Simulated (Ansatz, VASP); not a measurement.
This is a calculation of LiCl for Ansatz 0.2.0.

File input.yaml:

```yaml
crystal:
  lattice:
    - [0.0, 2.56477, 2.56477]
    - [2.56477, 0.0, 2.56477]
    - [2.56477, 2.56477, 0.0]
  atoms:
    - { symbol: Cl, position: [0.5, 0.5, 0.5] }
    - { symbol: Li, position: [0.0, 0.0, 0.0] }
hamiltonian:
  xc:
    exchange: pbe
    correlation: pbe
    exx: { coeff: 0.1, omega: 0.2078699 }
  pseudopotentials: { kind: paw }
kpoints:
  mp_grid: { grid: [5, 5, 5] }
scf:
  occupations: { method: fermi_dirac, width: 0.05 }
output:
  forces: true
  stress: true
  eigenvalues: true
```

Potentials or basis: Ansatz PAW.

The run is started by

```console
$ ansatz run input.yaml --threads 1 --pin off --max-ram 3584MiB --backend cpu --events-out ev --progress --plain --runs-dir out
```

Q: Set up the same calculation for VASP 6.6.1. Potentials there: VASP PAW PBE potentials, release 64 (Cl, Li_sv).

A: As run (the cutoff follows the program's own potentials):

The input POSCAR:

```
LiCl
1.0
    0.0000000000      2.5647700000      2.5647700000
    2.5647700000      0.0000000000      2.5647700000
    2.5647700000      2.5647700000      0.0000000000
Cl Li
1 1
Direct
    0.5000000000      0.5000000000      0.5000000000
    0.0000000000      0.0000000000      0.0000000000
```

INCAR.step1

```
SYSTEM = LiCl
PREC = Accurate ; ENCUT = 520
EDIFF = 1E-5 ; ISMEAR = -1
SIGMA = 0.05 ; LREAL = .FALSE.
LASPH = .TRUE. ; NELM = 60
ALGO = Normal ; ISIF = 2
LWAVE = .TRUE. ; GGA = PE
NBANDS = 12
```

INCAR.step2

```
SYSTEM = LiCl
PREC = Accurate ; ENCUT = 520
EDIFF = 1E-7 ; ISMEAR = -1
SIGMA = 0.05 ; LREAL = .FALSE.
LASPH = .TRUE. ; NELM = 60
ALGO = Normal ; ISIF = 2
LWAVE = .FALSE. ; LCHARG = .TRUE.
GGA = PE ; LHFCALC = .TRUE.
AEXX = 0.1 ; HFSCREEN = 0.2078699
PRECFOCK = Normal ; LELF = .TRUE.
LVHAR = .TRUE. ; ISTART = 1
NBANDS = 12
```

File KPOINTS:

```
Automatic mesh
0
G
  5 5 5
  0 0 0
```

Potentials or basis: VASP PAW PBE potentials, release 64 (Cl, Li_sv).

Command:

```sh
$ cat potpaw_PBE.64/Cl/POTCAR potpaw_PBE.64/Li_sv/POTCAR > POTCAR
$ cp INCAR.step1 INCAR
$ mpirun -np 1 vasp_std > vasp.out
$ cp INCAR.step2 INCAR
$ mpirun -np 1 vasp_std > vasp.out
```

Both were run:

|  | VASP | Ansatz | Ansatz less VASP |
| --- | --- | --- | --- |
| gap on the k mesh at the Fermi level (eV) | 6.89 | 6.88 | -0.011 |
| least direct gap on the mesh (eV) | 6.89 | 6.88 | -0.011 |

VASP's potentials were made for PBE, not for PBE-based screened hybrid. The functional is the same, so the differences come from potentials, cutoffs and numerics.

The k mesh is coarse, so the values compare programs but aren't converged. Noted on VASP's run: the cutoff is under 1.25 times that of the potentials, so the pressure is a little rough. Noted on Ansatz's run: odd divisions of the mesh miss points on the zone boundary, where band edges often lie, so the gap on the mesh can be too wide.
